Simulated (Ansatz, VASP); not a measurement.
ZnO: VASP beside Ansatz

Contents of INCAR:

```
PREC     = Accurate       # precision mode
ENCUT    = 520            # plane-wave cutoff, eV
EDIFF    = 1E-7           # SCF threshold, eV
ISMEAR   = 0              # smearing method
SIGMA    = 0.01           # smearing width, eV
LREAL    = F              # projectors in reciprocal space
LASPH    = T              # aspherical terms in the spheres
NELM     = 100            # most SCF steps
ALGO     = Normal         # electronic algorithm
ISIF     = 2              # what is computed and relaxed
LWAVE    = F              # write WAVECAR
LCHARG   = T              # write CHGCAR
GGA      = PE             # functional
LELF     = T              # ELF
LVHAR    = T            
NBANDS   = 26             # bands
```

The input KPOINTS:

```
regular mesh
0
Gamma
  12 12 4
```

File POSCAR:

```
ZnO
1.0
    3.3234239075      0.0000000000      0.0000000000
   -1.6617068397      2.8781644125      0.0000000000
    0.0000000000      0.0000000000      5.3244476733
Zn O
2 2
Direct
    0.3333333333      0.6666666667      0.5000000000
    0.6666666667      0.3333333333      0.0000000000
    0.6666666667      0.3333333333      0.3790100000
    0.3333333333      0.6666666667      0.8790100000
```

Input for Ansatz:

```yaml
crystal:
  lattice:
    - [3.3234239074574115, 0.0, 0.0]
    - [-1.6617068396830967, 2.87816441247742, 0.0]
    - [0.0, 0.0, 5.3244476732875965]
  atoms:
    - { symbol: Zn, position: [0.3333333333333333, 0.6666666666666666, 0.5] }
    - { symbol: Zn, position: [0.6666666666666666, 0.3333333333333333, 0.0] }
    - { symbol: O, position: [0.6666666666666666, 0.3333333333333333, 0.37901] }
    - { symbol: O, position: [0.3333333333333333, 0.6666666666666666, 0.87901] }
basis:
  ecutwfc: 500.0
kpoints:
  mp_grid:
    grid: [12, 12, 4]
hamiltonian:
  xc: pbe
  pseudopotentials:
    kind: paw
scf:
  occupations:
    method: fixed
output:
  stress: true
```

Alike in both runs: task single point; functional PBE; k mesh 12 × 12 × 4; no spin polarisation.

```csv
,VASP,Ansatz
version,VASP 6.6.1,Ansatz 0.2.0
potentials or method,"VASP PAW PBE potentials, release 64 (Zn, O), cutoff 520 eV","plane waves, PAW"
occupations,"gaussian, width 0.01 eV",fixed
valence electrons in the cell,36,36
```

VASP gave:

```
pressure (GPa)                                                : -3.1
traceless stress, the component that is largest in VASP (GPa) : 0.96
```

Estimate Ansatz's values.

pressure (GPa): -3.9; traceless stress, the component that is largest in VASP (GPa): 0.92.

Ansatz's warnings: structure snapped to symmetry.
